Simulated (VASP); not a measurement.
Set up this calculation in VASP 6.6.1, as the native input.

* Task: single point
* Functional: PBE
* Dispersion: D3(BJ)
* Potentials or basis: VASP PAW PBE potentials, release 64 (Sn_d, O)
* Cutoff: 520 eV
* k mesh: 12 × 12 × 4
* Occupations: gaussian, width 0.05 eV
* Spin: no spin polarisation
* Dipole correction: no
* Further INCAR settings: ALGO = Normal; EDIFF = 1e-06; NBANDS = 35

The structure of SnO2 lies in POSCAR:

```
SnO2
1.0
    3.1355293418      0.0470447006      0.0015626822
   -1.5270227651      2.6628723244      0.0473246478
    0.0050325663      0.1788905369     10.4145016928
Sn O
2 4
Direct
    0.0297349895      0.0546291844      0.4916456661
   -0.0267354354     -0.0286302408      0.0051859613
    0.6820191248      0.2913361317      0.3995797384
    0.6949364967      0.3319039847      0.0869768248
    0.3241711231      0.6929280813      0.6002307338
    0.2958737013      0.6578328587      0.9163810755
```

This cell differs from its parent crystal: atoms moved at random and the cell strained at random.

The input as run:

INCAR

```
SYSTEM = SnO2
ALGO = Normal
EDIFF = 1E-6
ENCUT = 520
GGA = PE
ISIF = 2
ISMEAR = 0
IVDW = 12
LASPH = .True.
LCHARG = .True.
LELF = .True.
LREAL = .False.
LVHAR = .True.
LWAVE = .False.
NBANDS = 35
NELM = 60
PREC = Accurate
SIGMA = 0.05
```

KPOINTS

```
k-points
0
Gamma
  12 12 4
  0 0 0
```

Potentials or basis: VASP PAW PBE potentials, release 64 (Sn_d, O).

Launch:

```sh
$ cat potpaw_PBE.64/Sn_d/POTCAR potpaw_PBE.64/O/POTCAR > POTCAR
$ mpirun -np 1 vasp_std > vasp.out
```

Results of the run:

```
Pressure                   : 23.0 GPa
Largest force              : 5.342 eV/Å
Band gap on the k mesh     : 2.16 eV (least direct gap 2.96 eV)
Dispersion energy per atom : -0.174 eV
```

Caveat: the cell differs from its parent crystal (atoms moved at random and the cell strained at random); the stress differs along the axes, from 14 to 28 GPa; spin-orbit coupling is left out, which moves the levels of the heavy elements; forces of over 1 eV/Å act on the atoms, so gaps and moduli don't describe the material at rest.

Run time: 6.4 min on 1 thread of Intel(R) Xeon(R) 6975P-C (Granite Rapids), with other jobs on the host, peak memory 0.73 GiB.
